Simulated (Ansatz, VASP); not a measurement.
**Ta: VASP beside Ansatz**

Contents of INCAR:

```
ALGO = Normal
EDIFF = 1E-7
ENCUT = 520
GGA = PE
ISIF = 2
ISMEAR = 0
LASPH = T
LCHARG = F
LREAL = F
LWAVE = F
NBANDS = 12
NELM = 100
PREC = Accurate
SIGMA = 0.1
```

The input KPOINTS:

```
k-points
0
Gamma
  18 18 18
```

Contents of POSCAR:

```
Ta
1.0
    0.0000000000      2.1115096340      2.1115096340
    2.1115096340      0.0000000000      2.1115096340
    2.1115096340      2.1115096340      0.0000000000
Ta
1
Direct
    0.0000000000      0.0000000000      0.0000000000
```

Input for Ansatz:

```yaml
crystal:
  lattice:
    - [0.0, 2.111509634, 2.111509634]
    - [2.111509634, 0.0, 2.111509634]
    - [2.111509634, 2.111509634, 0.0]
  atoms:
    - { symbol: Ta, position: [0.0, 0.0, 0.0] }
basis:
  ecutwfc: 420
kpoints:
  mp_grid: { grid: [18, 18, 18] }
  band_path:
    path:
      - [0.0, 0.0, 0.0]
      - [0.5, 0.0, 0.5]
      - [0.625, 0.25, 0.625]
      - [0.375, 0.375, 0.75]
      - [0.5, 0.5, 0.5]
      - [0.5, 0.25, 0.75]
    npoints: 1
hamiltonian:
  xc: pbe
scf:
  occupations: { method: gaussian, width: 0.1 }
  n_extra_bands: 4
output:
  forces: true
  stress: true
  eigenvalues: true
  write_density: true
  write_potential: true
  elf: true
  volumetric_format: npy
```

Alike in both runs: task single point; functional PBE; k mesh 18 × 18 × 18; occupations gaussian, width 0.1 eV; no spin polarisation.

|  | VASP | Ansatz |
| --- | --- | --- |
| version | VASP 6.6.1 | Ansatz 0.2.0 |
| potentials or method | VASP PAW PBE potentials, release 64 (Ta_pv), cutoff 520 eV | scalar-relativistic, plane waves, PAW |
| valence electrons in the cell | 11 | 13 |

|  | VASP | Ansatz | Ansatz less VASP |
| --- | --- | --- | --- |
| gap on the k mesh at the Fermi level (eV) | none | none | - |
| pressure (GPa) | 0.0 | 0.0 | -0.02 |

A gap of «none» marks a metal or a gap that the smearing closes. VASP's potentials hold 11 valence electrons a cell and Ansatz's 13, so a difference there can come from the potentials and not from the codes.

Neither program's run includes spin-orbit coupling.
